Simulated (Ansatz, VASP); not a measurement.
Given: the input of a run of Ansatz 0.2.0 on CaO.

File input.yaml:

```yaml
crystal:
  lattice:
    - [0.0, 2.403555696, 2.403555696]
    - [2.403555696, 0.0, 2.403555696]
    - [2.403555696, 2.403555696, 0.0]
  atoms:
    - { symbol: Ca, position: [0.0, 0.0, 0.0] }
    - { symbol: O, position: [0.5, 0.5, 0.5] }
kpoints:
  mp_grid: { grid: [10, 10, 10] }
scf:
  occupations: { method: fermi_dirac, width: 0.05 }
hamiltonian:
  xc: pbesol
  dispersion: d3bj
  pseudopotentials: { kind: all_electron, lapw: { basis_error: 0.001 } }
output:
  forces: true
  stress: true
relax:
  f_tol: 0.01
  max_steps: 60
  cell: {}
```

Potentials or basis: all-electron LAPW, scalar-relativistic.

Launch:

```sh
$ ansatz run input.yaml --threads 1 --pin off --max-ram 3072MiB --backend cpu --events-out ev --progress --plain --runs-dir out
```

Task: Set up the same calculation for VASP 6.6.1. Potentials there: VASP PAW PBE potentials, release 64 (Ca_sv, O).

Result: As run (the cutoff follows the program's own potentials):

The input INCAR:

```
SYSTEM = CaO
PREC     = Accurate       ! precision mode
ENCUT    = 600            ! plane-wave cutoff, eV
EDIFF    = 1E-6           ! SCF threshold, eV
ISMEAR   = -1             ! smearing method
SIGMA    = 0.05           ! smearing width, eV
LREAL    = .False.        ! projectors in reciprocal space
LASPH    = .True.         ! aspherical terms in the spheres
NELM     = 100            ! most SCF steps
ALGO     = Normal         ! electronic algorithm
ISIF     = 3              ! what is computed and relaxed
LWAVE    = .False.        ! write WAVECAR
LCHARG   = .False.        ! write CHGCAR
GGA      = PS             ! functional
IVDW     = 12             ! dispersion correction
IBRION   = 2              ! ionic algorithm
NSW      = 80             ! ionic steps
EDIFFG   = -0.01          ! ionic threshold
```

KPOINTS

```
regular mesh
0
Gamma
  10 10 10
  0 0 0
```

POSCAR

```
CaO
1.0
    0.0000000000      2.4035556960      2.4035556960
    2.4035556960      0.0000000000      2.4035556960
    2.4035556960      2.4035556960      0.0000000000
Ca O
1 1
Direct
    0.0000000000      0.0000000000      0.0000000000
    0.5000000000      0.5000000000      0.5000000000
```

Potentials or basis: VASP PAW PBE potentials, release 64 (Ca_sv, O).

Command:

```console
$ cat potpaw_PBE.64/Ca_sv/POTCAR potpaw_PBE.64/O/POTCAR > POTCAR
$ mpirun -np 1 vasp_std > vasp.out
```

Both were run:

|  | VASP | Ansatz | Ansatz less VASP |
| --- | --- | --- | --- |
| relaxed volume (Å³/atom) | 13.23 | 13.16 | -0.065 |
| relaxed length of the cell vector where the two differ most in proportion (Å) | 3.345 | 3.339 | -0.0055 |

VASP's potentials were made for PBE, not for PBEsol. Ansatz ran all-electron here, and VASP with PAW potentials.
